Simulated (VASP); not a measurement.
Input of a VASP 6.6.1 run:

File INCAR:

```
PREC = Accurate
ENCUT = 520
EDIFF = 1E-6
ISMEAR = 0
SIGMA = 0.1
LREAL = False
LASPH = True
NELM = 100
ALGO = Normal
ISIF = 2
LWAVE = False
LCHARG = True
GGA = PE
LELF = True
LVHAR = True
NBANDS = 18
```

File KPOINTS:

```
regular mesh
0
Gamma
  6 6 6
```

POSCAR

```
Ta
1.0
    1.3830335853     -4.9409506166     -0.2668995273
    1.3830335853      4.9409506166     -0.2668995273
   -0.7600824567      0.0000000000      2.8773853471
Ta
2
Direct
    0.8740761543      0.1259238457      0.2500000000
    0.1259238457      0.8740761543      0.7500000000
```

Potentials or basis: VASP PAW PBE potentials, release 64 (Ta_pv).

The run is started by

```console
$ cat potpaw_PBE.64/Ta_pv/POTCAR > POTCAR
$ mpirun -np 1 vasp_std > vasp.out
```

Question: Predict the pressure.

Answer: 0.2 GPa.

Question: Estimate the band gap on the k mesh.

Answer: Zero (band 11 reaches 6.69 eV, above the bottom of band 12 at 4.40 eV).

Stress tensor (GPa, compression positive):
```
 0.01  0.00 -0.02
 0.00  0.45  0.00
-0.02  0.00  0.08
```

Caveat: the k points lie up to 0.43 Å⁻¹ apart; spin-orbit coupling is left out, which moves the levels of the heavy elements.
